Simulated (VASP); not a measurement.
A run of VASP 6.6.1 is set up as follows.

File INCAR:

```
SYSTEM = C
PREC     = Accurate       ! precision mode
ENCUT    = 520            ! plane-wave cutoff, eV
EDIFF    = 1E-6           ! SCF threshold, eV
ISMEAR   = 0              ! smearing method
SIGMA    = 0.05           ! smearing width, eV
LREAL    = Auto         
LASPH    = .True.         ! aspherical terms in the spheres
NELM     = 80             ! most SCF steps
ALGO     = Normal         ! electronic algorithm
ISIF     = 2              ! what is computed and relaxed
LWAVE    = .False.        ! write WAVECAR
LCHARG   = .False.        ! write CHGCAR
LDIPOL   = .True.       
IDIPOL   = 3            
DIPOL    = 0.5 0.5 0.500
GGA      = PS             ! functional
NBANDS   = 56             ! bands
```

KPOINTS

```
regular mesh
0
Gamma
  12 12 1
  0 0 0
```

The input POSCAR:

```
C
1.0
    2.5053676368      0.0000000000      0.0000000000
   -1.2526838184      2.1697120193      0.0000000000
    0.0000000000      0.0000000000     34.1007856675
C
20
Direct
    0.3333333333      0.6666666667      0.2199362816
    0.0000000000      0.0000000000      0.2351067616
    0.0000000000      0.0000000000      0.2801628792
    0.6666666667      0.3333333333      0.2953333591
    0.6666666667      0.3333333333      0.3411188714
    0.0000000000      0.0000000000      0.3562893514
    0.0000000000      0.0000000000      0.4013454690
    0.3333333333      0.6666666667      0.4165159490
    0.3333333333      0.6666666667      0.4623014612
    0.0000000000      0.0000000000      0.4774719412
    0.0000000000      0.0000000000      0.5225280588
    0.6666666667      0.3333333333      0.5376985388
    0.6666666667      0.3333333333      0.5834840510
    0.0000000000      0.0000000000      0.5986545310
    0.0000000000      0.0000000000      0.6437106486
    0.3333333333      0.6666666667      0.6588811286
    0.3333333333      0.6666666667      0.7046666409
    0.0000000000      0.0000000000      0.7198371208
    0.0000000000      0.0000000000      0.7648932384
    0.6666666667      0.3333333333      0.7800637184
```

Potentials or basis: VASP PAW PBE potentials, release 64 (C).

Run with:

```console
$ cat potpaw_PBE.64/C/POTCAR > POTCAR
$ mpirun -np 1 vasp_std > vasp.out
```

(1) Predict the largest force.

(2) Estimate the band gap on the k mesh.

Results:

(1) 4.802 eV/Å.

(2) zero (bands 40 and 41 overlap by 0.24 eV).

Caveat: the PAW data sets were made with another functional, which shifts forces and pressure a little.
